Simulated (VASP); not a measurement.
Input of a VASP 6.6.1 run:

Contents of INCAR:

```
PREC = Accurate ; ENCUT = 520
EDIFF = 1E-7 ; ISMEAR = -1
SIGMA = 0.1 ; LREAL = F
LASPH = T ; NELM = 80
ALGO = Normal ; ISIF = 2
LWAVE = F ; LCHARG = T
GGA = PE ; LELF = T
LVHAR = T ; NBANDS = 16
```

File KPOINTS:

```
Automatic mesh
0
Gamma
  7 7 4
```

POSCAR

```
NaLa
1.0
    3.6062510000      0.0000000000      0.0000000000
   -1.8031250000      3.1231050000      0.0000000000
    0.0000000000      0.0000000000      6.4837820000
Na La
1 1
Direct
    0.0000000000      0.0000000000      0.0000000000
    0.3333333333      0.6666666667      0.5000000000
```

Potentials or basis: VASP PAW PBE potentials, release 64 (Na_pv, La).

Launch:

```console
$ cat potpaw_PBE.64/Na_pv/POTCAR potpaw_PBE.64/La/POTCAR > POTCAR
$ mpirun -np 1 vasp_std > vasp.out
```

Task: What does it give for the pressure?

Result: -0.2 GPa.

Task: What does it give for the band gap on the k mesh?

Result: Zero (band 9 reaches 4.61 eV, above the bottom of band 10 at 3.93 eV).

Stress tensor (GPa, compression positive):
```
-0.38  0.00  0.00
 0.00 -0.38  0.00
 0.00  0.00  0.28
```

Caveat: spin-orbit coupling is left out, which moves the levels of the heavy elements.
